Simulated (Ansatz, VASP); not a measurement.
**Be3Br in VASP and in Ansatz**

```
Be Br
1.0
     4.42576    0.00000    0.00000
     0.84116    3.67081    0.00000
    -1.65067    0.24968    3.97031
Be Br
3 1
Direct
  0.19285 0.82787 0.43750
  0.92457 0.82225 0.50582
  0.32425 0.19786 0.84808
  0.03145 0.26753 0.47115
```

Alike in both runs: task relaxation of cell and atoms; functional PBE; k mesh 4 × 6 × 4; occupations gaussian, width 0.1 eV; no spin polarisation.

```csv
,VASP,Ansatz
version,VASP 6.6.1,Ansatz 0.2.0
potentials or method,"VASP PAW PBE potentials, release 64 (Be, Br), cutoff 600 eV","scalar-relativistic, plane waves, PAW"
valence electrons in the cell,13,13
```

Ansatz gave:

```
gap on the k mesh at the Fermi level, each at its own relaxed structure (eV)  : none
relaxed volume (Å³/atom)                                                      : 15.58
relaxed length of the cell vector where the two differ most in proportion (Å) : 5.573
```

Problem. What did VASP give for the same quantities?

Solution. gap on the k mesh at the Fermi level, each at its own relaxed structure (eV): none; relaxed volume (Å³/atom): 15.41; relaxed length of the cell vector where the two differ most in proportion (Å): 5.441.

A gap of «none» marks a metal or a gap that the smearing closes.

The k mesh is coarse, so the values compare programs but aren't converged.
